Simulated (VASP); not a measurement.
# Pb (Fm-3m) in VASP: a series of runs

The runs below take Pb through single point, with r2SCAN.

All numbers are computed with VASP 6.6.1; they aren't measurements. Logs are shortened: lines on timing, memory, paths and dates and some standing lists are left out, and cuts for length are marked.

### 1 The cell of the first run

The structure is cubic, space group Fm-3m (No. 225). The conventional cell has a = 4.883 Å, b = 4.883 Å, c = 4.883 Å, α = 90.00°, β = 90.00°, γ = 90.00°. Pb (site symmetry m-3m) has 12 Pb at 3.45 Å within 4.5 Å.

### 2 Single point, r2SCAN, non-collinear spin, zero start, spin-orbit coupling

File POSCAR:

```
Pb
1.0
    0.0000000000      2.4415696833      2.4415696833
    2.4415696833      0.0000000000      2.4415696833
    2.4415696833      2.4415696833      0.0000000000
Pb
1
Direct
    0.0000000000      0.0000000000      0.0000000000
```

File INCAR.step1:

```
PREC = Accurate ; ENCUT = 520
ISMEAR = -1 ; SIGMA = 0.05
LREAL = False ; LASPH = True
NELM = 150 ; LNONCOLLINEAR = True
MAGMOM = 0 0 0 ; LSORBIT = True
GGA_COMPAT = False ; NBANDS = 25
GGA = PE ; ALGO = Normal
EDIFF = 1E-4 ; LWAVE = True
LCHARG = False
```

File INCAR.step2:

```
PREC = Accurate ; ENCUT = 520
EDIFF = 1E-6 ; ISMEAR = -1
SIGMA = 0.05 ; LREAL = False
LASPH = True ; NELM = 150
ALGO = Normal ; ISIF = 2
LWAVE = False ; LCHARG = False
LNONCOLLINEAR = True ; MAGMOM = 0 0 0
LORBIT = 11 ; LSORBIT = True
GGA_COMPAT = False ; LORBMOM = True
METAGGA = R2SCAN ; LMIXTAU = True
NBANDS = 25 ; ISTART = 1
```

File KPOINTS:

```
regular mesh
0
Gamma
  9 9 9
```

Potentials or basis: VASP PAW PBE potentials, release 64 (Pb_d).

Run with:

```bash
$ cat potpaw_PBE.64/Pb_d/POTCAR > POTCAR
$ cp INCAR.step1 INCAR
$ mpirun -np 1 vasp_ncl > vasp.out
$ cp INCAR.step2 INCAR
$ mpirun -np 1 vasp_ncl > vasp.out
```

OUTCAR:

```text
PREC = Accurate
   ENCUT = 520
   EDIFF = 1E-6
   ISMEAR = -1
   LREAL = False
   LASPH = True
   NELM = 150
   ISIF = 2
   LNONCOLLINEAR = True
   LORBIT = 11
   LSORBIT = True
   METAGGA = R2SCAN
   ISTART = 1

 ion  position               nearest neighbor table
   1  0.000  0.000  0.000-

  LATTYP: Found a face centered cubic cell.
 ALAT       =     4.8831393666

  Lattice vectors:

 A1 = (   0.0000000000,   2.4415696833,   2.4415696833)
 A2 = (   2.4415696833,   0.0000000000,   2.4415696833)
 A3 = (   2.4415696833,   2.4415696833,   0.0000000000)

Analysis of symmetry for initial positions (statically):
=====================================================================
 Subroutine PRICEL returns:
 Original cell was already a primitive cell.

 Routine SETGRP: Setting up the symmetry group for a
 face centered cubic supercell.

 Subroutine GETGRP returns: Found 48 space group operations
 (whereof 48 operations were pure point group operations)
 out of a pool of 48 trial point group operations.

The static configuration has the point symmetry O_h .

Analysis of symmetry for dynamics (positions and initial velocities):
=====================================================================
 Subroutine PRICEL returns:
 Original cell was already a primitive cell.

 Routine SETGRP: Setting up the symmetry group for a
 face centered cubic supercell.

 Subroutine GETGRP returns: Found 48 space group operations
 (whereof 48 operations were pure point group operations)
 out of a pool of 48 trial point group operations.

The dynamic configuration has the point symmetry O_h .

Analysis of structural, dynamic, and magnetic symmetry:
=====================================================================
 Subroutine PRICEL returns:
 Original cell was already a primitive cell.

 Routine SETGRP: Setting up the symmetry group for a
 face centered cubic supercell.

 Subroutine GETGRP returns: Found 48 space group operations
 (whereof 48 operations were pure point group operations)
 out of a pool of 48 trial point group operations.

The overall configuration has the point symmetry O_h .

 Subroutine INISYM returns: Found 48 space group operations
 (whereof 48 operations are pure point group operations),
 and found     1 'primitive' translations

----------------------------------------------------------------------------------------

                                     Primitive cell
[... 146 lines left out ...]
  band No.  band energies     occupation
      1     -11.4765      1.00000
      2     -11.4765      1.00000
      3     -11.4765      1.00000
      4     -11.4765      1.00000
      5      -9.0012      1.00000
      6      -9.0012      1.00000
[... 661 lines left out ...]
     24      27.2417      0.00000
     25      28.4788      0.00000

 [... further k-points ...]

------------------------ aborting loop because EDIFF is reached ----------------------------------------

  FORCE on cell =-STRESS in cart. coord.  units (eV):
  Direction    XX          YY          ZZ          XY          YZ          ZX
  --------------------------------------------------------------------------------------
  -------------------------------------------------------------------------------------
  Total        0.6284191      0.6284191      0.6284191     -0.0000000     -0.0000000      0.0000000
  in kB       34.5877739     34.5877739     34.5877739     -0.0000000     -0.0000000      0.0000000
  external PRESSURE =      34.5877739 kB  Pullay stress =       0.0000000 kB

 VOLUME and BASIS-vectors are now :
 -----------------------------------------------------------------------------
  energy-cutoff  :      520.00
  volume of cell :       29.11
      direct lattice vectors                 reciprocal lattice vectors
     0.000000000  2.441569683  2.441569683    -0.204786291  0.204786291  0.204786291
     2.441569683  0.000000000  2.441569683     0.204786291 -0.204786291  0.204786291
     2.441569683  2.441569683  0.000000000     0.204786291  0.204786291 -0.204786291

 POSITION                                       TOTAL-FORCE (eV/Angst)
 -----------------------------------------------------------------------------------
      0.00000      0.00000      0.00000         0.000000      0.000000      0.000000
 -----------------------------------------------------------------------------------
    total drift:                               -0.000000     -0.000000     -0.000000

  FREE ENERGIE OF THE ION-ELECTRON SYSTEM (eV)
  ---------------------------------------------------
  free  energy   TOTEN  =       -56.8027762778 eV

  energy  without entropy=      -56.7997549345  energy(sigma->0) =      -56.80126561

 orbital moment (x)

 # of ion     p       d       tot
 ----------------------------------------
  1         0.000   0.000   0.000
 ----------------------------------------
            0.000   0.000   0.000

 orbital moment (y)

 # of ion     p       d       tot
 ----------------------------------------
  1         0.000  -0.000  -0.000
 ----------------------------------------
            0.000  -0.000  -0.000

 orbital moment (z)

 # of ion     p       d       tot
 ----------------------------------------
  1         0.000   0.000   0.000
 ----------------------------------------
            0.000   0.000   0.000

 Spin-Orbit-Coupling matrix elements

 Ion:    1  E_soc:     -1.1054745
 l=   1
     0.0000000    -0.1185777    -0.1185777
    -0.1185777     0.0000000    -0.1185777
    -0.1185777    -0.1185777     0.0000000
 l=   2
     0.0000000    -0.0132332     0.0000000    -0.0132332    -0.0524348
    -0.0132332     0.0000000    -0.0393261    -0.0132332    -0.0131087
     0.0000000    -0.0393261     0.0000000    -0.0393261     0.0000000
    -0.0132332    -0.0132332    -0.0393261     0.0000000    -0.0131087
    -0.0524348    -0.0131087     0.0000000    -0.0131087     0.0000000
 l=   3
     0.0000000     0.0000000     0.0000000     0.0000000     0.0000000     0.0000000     0.0000000
     0.0000000     0.0000000     0.0000000     0.0000000     0.0000000     0.0000000     0.0000000
     0.0000000     0.0000000     0.0000000     0.0000000     0.0000000     0.0000000     0.0000000
     0.0000000     0.0000000     0.0000000     0.0000000     0.0000000     0.0000000     0.0000000
     0.0000000     0.0000000     0.0000000     0.0000000     0.0000000     0.0000000     0.0000000
     0.0000000     0.0000000     0.0000000     0.0000000     0.0000000     0.0000000     0.0000000
     0.0000000     0.0000000     0.0000000     0.0000000     0.0000000     0.0000000     0.0000000

 total charge

# of ion       s       p       d       tot
------------------------------------------
    1        1.386   0.796   9.801  11.983

 magnetization (x)

# of ion       s       p       d       tot
------------------------------------------
    1       -0.000   0.000  -0.000   0.000

 magnetization (y)

# of ion       s       p       d       tot
------------------------------------------
    1        0.000   0.000   0.000   0.000

 magnetization (z)

# of ion       s       p       d       tot
------------------------------------------
    1        0.000   0.000   0.000   0.000
```

OUTCAR.step1:

```text
PREC = Accurate
   ENCUT = 520
   ISMEAR = -1
   LREAL = False
   LASPH = True
   NELM = 150
   LNONCOLLINEAR = True
   LSORBIT = True
[... 930 lines left out ...]
     0.0000000     0.0000000     0.0000000     0.0000000     0.0000000     0.0000000     0.0000000
     0.0000000     0.0000000     0.0000000     0.0000000     0.0000000     0.0000000     0.0000000
     0.0000000     0.0000000     0.0000000     0.0000000     0.0000000     0.0000000     0.0000000
     0.0000000     0.0000000     0.0000000     0.0000000     0.0000000     0.0000000     0.0000000
     0.0000000     0.0000000     0.0000000     0.0000000     0.0000000     0.0000000     0.0000000

=======================================================================

 ========================================================
```

OSZICAR.step1:

```text
N       E                     dE             d eps       ncg     rms          rms(c)
DAV:   1     0.152380532856E+03    0.15238E+03   -0.67004E+03  1750   0.137E+03
DAV:   2     0.825823310375E+01   -0.14412E+03   -0.13857E+03  1783   0.375E+02
DAV:   3    -0.366069897700E+01   -0.11919E+02   -0.11779E+02  2170   0.129E+02
DAV:   4    -0.406912973805E+01   -0.40843E+00   -0.40796E+00  2208   0.248E+01
DAV:   5    -0.409127238173E+01   -0.22143E-01   -0.22141E-01  2719   0.538E+00    0.569E-01
DAV:   6    -0.408350812280E+01    0.77643E-02   -0.11348E-02  2475   0.186E+00    0.272E-01
DAV:   7    -0.408098283812E+01    0.25253E-02   -0.33900E-03  2583   0.973E-01    0.212E-01
DAV:   8    -0.408083427438E+01    0.14856E-03   -0.13955E-04  1899   0.144E-01    0.368E-02
DAV:   9    -0.408076713069E+01    0.67144E-04   -0.68621E-05  1780   0.149E-01
   1 F= -.40807671E+01 E0= -.40793051E+01  d E =-.292401E-02  mag=    -0.0000    -0.0000    -0.0000
```

Run time: 7.6 min. Hardware: 1 thread of Intel Xeon Platinum 8259CL at 2.50GHz (Skylake/Cascade Lake), shared host; peak memory 0.3 GiB.

What came out:

```
Free energy                                           : -56.8028 eV
Pressure                                              : 3.5 GPa
Net moment                                            : 0.00 μB per cell
Valence electrons inside the program's atomic spheres : Pb 11.98
```

Moments on the atoms (μB; x, y, z):
```
Pb  0.00 0.00 0.00
```

Caveat: the cell stands under pressure; the PAW data sets were made with another functional, which shifts forces and pressure a little.

### 3 Single point, r2SCAN, non-collinear spin, zero start, spin-orbit coupling

This run uses another cell than the first one, of 29.72 Å³/atom.

File POSCAR:

```
Pb
1.0
    0.0000000000      2.4584086270      2.4584086270
    2.4584086270      0.0000000000      2.4584086270
    2.4584086270      2.4584086270      0.0000000000
Pb
1
Direct
    0.0000000000      0.0000000000      0.0000000000
```

File INCAR.step1:

```
  ALGO = Normal
  EDIFF = 1E-4
  ENCUT = 520
  GGA = PE
  GGA_COMPAT = False
  ISMEAR = -1
  LASPH = True
  LCHARG = False
  LREAL = False
  LSORBIT = True
  LWAVE = True
  MAGMOM = 0 0 0
  NBANDS = 25
  NELM = 150
  PREC = Accurate
  SIGMA = 0.05
```

File INCAR.step2:

```
  ALGO = Normal
  EDIFF = 1E-7
  ENCUT = 520
  GGA_COMPAT = False
  ISIF = 2
  ISMEAR = -1
  ISTART = 1
  LASPH = True
  LCHARG = False
  LMIXTAU = True
  LORBIT = 11
  LORBMOM = True
  LREAL = False
  LSORBIT = True
  LWAVE = False
  MAGMOM = 0 0 0
  METAGGA = R2SCAN
  NBANDS = 25
  NELM = 150
  PREC = Accurate
  SIGMA = 0.05
```

File KPOINTS:

```
k-points
0
Gamma
  9 9 9
```

Potentials or basis: VASP PAW PBE potentials, release 64 (Pb_d).

Run with:

```bash
$ cat potpaw_PBE.64/Pb_d/POTCAR > POTCAR
$ cp INCAR.step1 INCAR
$ mpirun -np 1 vasp_ncl > vasp.out
$ cp INCAR.step2 INCAR
$ mpirun -np 1 vasp_ncl > vasp.out
```

OUTCAR:

```text
EDIFF = 1E-7
   ENCUT = 520
   ISIF = 2
   ISMEAR = -1
   ISTART = 1
   LASPH = True
   LORBIT = 11
   LREAL = False
   LSORBIT = True
   METAGGA = R2SCAN
   NELM = 150
   PREC = Accurate

 ion  position               nearest neighbor table
   1  0.000  0.000  0.000-

  LATTYP: Found a face centered cubic cell.
 ALAT       =     4.9168172540

  Lattice vectors:

 A1 = (   0.0000000000,   2.4584086270,   2.4584086270)
 A2 = (   2.4584086270,   0.0000000000,   2.4584086270)
 A3 = (   2.4584086270,   2.4584086270,   0.0000000000)

Analysis of symmetry for initial positions (statically):
=====================================================================
 Subroutine PRICEL returns:
 Original cell was already a primitive cell.

 Routine SETGRP: Setting up the symmetry group for a
 face centered cubic supercell.

 Subroutine GETGRP returns: Found 48 space group operations
 (whereof 48 operations were pure point group operations)
 out of a pool of 48 trial point group operations.

The static configuration has the point symmetry O_h .

Analysis of symmetry for dynamics (positions and initial velocities):
=====================================================================
 Subroutine PRICEL returns:
 Original cell was already a primitive cell.

[... 876 lines left out ...]
  free  energy   TOTEN  =       -56.8139345679 eV

  energy  without entropy=      -56.8111359942  energy(sigma->0) =      -56.81253528

 orbital moment (x)

 # of ion     p       d       tot
 ----------------------------------------
  1         0.000   0.000   0.000
 ----------------------------------------
            0.000   0.000   0.000

 orbital moment (y)

 # of ion     p       d       tot
 ----------------------------------------
  1         0.000  -0.000  -0.000
 ----------------------------------------
            0.000  -0.000  -0.000

 orbital moment (z)

 # of ion     p       d       tot
 ----------------------------------------
  1         0.000   0.000   0.000
 ----------------------------------------
            0.000   0.000   0.000

 Spin-Orbit-Coupling matrix elements

 Ion:    1  E_soc:     -1.1071409
 l=   1
     0.0000000    -0.1188908    -0.1188908
    -0.1188908     0.0000000    -0.1188908
    -0.1188908    -0.1188908     0.0000000
 l=   2
     0.0000000    -0.0132216     0.0000000    -0.0132216    -0.0524111
    -0.0132216     0.0000000    -0.0393083    -0.0132216    -0.0131028
     0.0000000    -0.0393083     0.0000000    -0.0393083     0.0000000
    -0.0132216    -0.0132216    -0.0393083     0.0000000    -0.0131028
    -0.0524111    -0.0131028     0.0000000    -0.0131028     0.0000000
 l=   3
     0.0000000     0.0000000     0.0000000     0.0000000     0.0000000     0.0000000     0.0000000
     0.0000000     0.0000000     0.0000000     0.0000000     0.0000000     0.0000000     0.0000000
     0.0000000     0.0000000     0.0000000     0.0000000     0.0000000     0.0000000     0.0000000
     0.0000000     0.0000000     0.0000000     0.0000000     0.0000000     0.0000000     0.0000000
     0.0000000     0.0000000     0.0000000     0.0000000     0.0000000     0.0000000     0.0000000
     0.0000000     0.0000000     0.0000000     0.0000000     0.0000000     0.0000000     0.0000000
     0.0000000     0.0000000     0.0000000     0.0000000     0.0000000     0.0000000     0.0000000

 total charge

# of ion       s       p       d       tot
------------------------------------------
    1        1.386   0.786   9.799  11.972

 magnetization (x)

# of ion       s       p       d       tot
------------------------------------------
    1       -0.000   0.000   0.000  -0.000

 magnetization (y)

# of ion       s       p       d       tot
------------------------------------------
    1        0.000   0.000   0.000   0.000

 magnetization (z)

# of ion       s       p       d       tot
------------------------------------------
    1       -0.000  -0.000  -0.000  -0.000
```

OUTCAR.step1:

```text
EDIFF = 1E-4
   ENCUT = 520
   GGA = PE
   ISMEAR = -1
   LASPH = True
   LREAL = False
   LSORBIT = True
   NELM = 150
[... 930 lines left out ...]
     0.0000000     0.0000000     0.0000000     0.0000000     0.0000000     0.0000000     0.0000000
     0.0000000     0.0000000     0.0000000     0.0000000     0.0000000     0.0000000     0.0000000
     0.0000000     0.0000000     0.0000000     0.0000000     0.0000000     0.0000000     0.0000000
     0.0000000     0.0000000     0.0000000     0.0000000     0.0000000     0.0000000     0.0000000
     0.0000000     0.0000000     0.0000000     0.0000000     0.0000000     0.0000000     0.0000000
     0.0000000     0.0000000     0.0000000     0.0000000     0.0000000     0.0000000     0.0000000

=======================================================================

 ========================================================
```

OSZICAR.step1:

```text
N       E                     dE             d eps       ncg     rms          rms(c)
DAV:   1     0.148404210229E+03    0.14840E+03   -0.66181E+03  1759   0.135E+03
DAV:   2     0.736352512282E+01   -0.14104E+03   -0.13502E+03  1822   0.364E+02
DAV:   3    -0.370870594250E+01   -0.11072E+02   -0.10983E+02  2210   0.124E+02
DAV:   4    -0.408511772942E+01   -0.37641E+00   -0.37618E+00  2241   0.244E+01
DAV:   5    -0.410556614587E+01   -0.20448E-01   -0.20447E-01  2711   0.515E+00    0.542E-01
DAV:   6    -0.409844940735E+01    0.71167E-02   -0.10865E-02  2527   0.179E+00    0.260E-01
DAV:   7    -0.409615954967E+01    0.22899E-02   -0.32737E-03  2567   0.949E-01    0.208E-01
DAV:   8    -0.409603020156E+01    0.12935E-03   -0.13689E-04  1866   0.139E-01    0.364E-02
DAV:   9    -0.409597459227E+01    0.55609E-04   -0.74578E-05  1765   0.159E-01
   1 F= -.40959746E+01 E0= -.40946325E+01  d E =-.268426E-02  mag=     0.0000    -0.0000    -0.0000
```

Run time: 8.6 min. Hardware: 1 thread of Intel Xeon Platinum 8259CL at 2.50GHz (Skylake/Cascade Lake), shared host; peak memory 0.29 GiB.

Results:

- Free energy: -56.8139 eV
- Pressure: 2.3 GPa
- Net moment: 0.00 μB per cell
- Valence electrons inside the program's atomic spheres: Pb 11.97

Moments on the atoms (μB; x, y, z):
```
Pb  0.00 0.00 0.00
```

Caveat: the PAW data sets were made with another functional, which shifts forces and pressure a little.
